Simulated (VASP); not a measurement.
A run of VASP 6.6.1 is set up as follows.

The input INCAR:

```
PREC = Accurate
ENCUT = 520
EDIFF = 1E-6
ISMEAR = 0
SIGMA = 0.05
LREAL = False
LASPH = True
NELM = 60
ALGO = Normal
ISIF = 2
LWAVE = False
LCHARG = False
NBANDS = 11
```

Contents of KPOINTS:

```
regular mesh
0
Gamma
  10 10 10
```

The input POSCAR:

```
AlN
1.0
    0.4959232049      2.3102763936      2.3102763936
    2.3102763936      0.4959232049      2.3102763936
    2.3102763936      2.3102763936      0.4959232049
Al N
1 1
Direct
    0.5000000000      0.5000000000      0.5000000000
    0.0000000000      0.0000000000      0.0000000000
```

Potentials or basis: VASP PAW LDA potentials, release 64 (Al, N).

Run with:

```sh
$ cat potpaw_LDA.64/Al/POTCAR potpaw_LDA.64/N/POTCAR > POTCAR
$ mpirun -np 1 vasp_std > vasp.out
```

Problem. Predict the band gap on the k mesh.

Solution. Zero (band 4 reaches 11.92 eV, above the bottom of band 5 at 11.05 eV).

Problem. Predict the pressure.

Solution. 6.9 GPa.

Stress tensor (GPa, compression positive):
```
  6.91 -73.29 -73.29
-73.29   6.91 -73.29
-73.29 -73.29   6.91
```
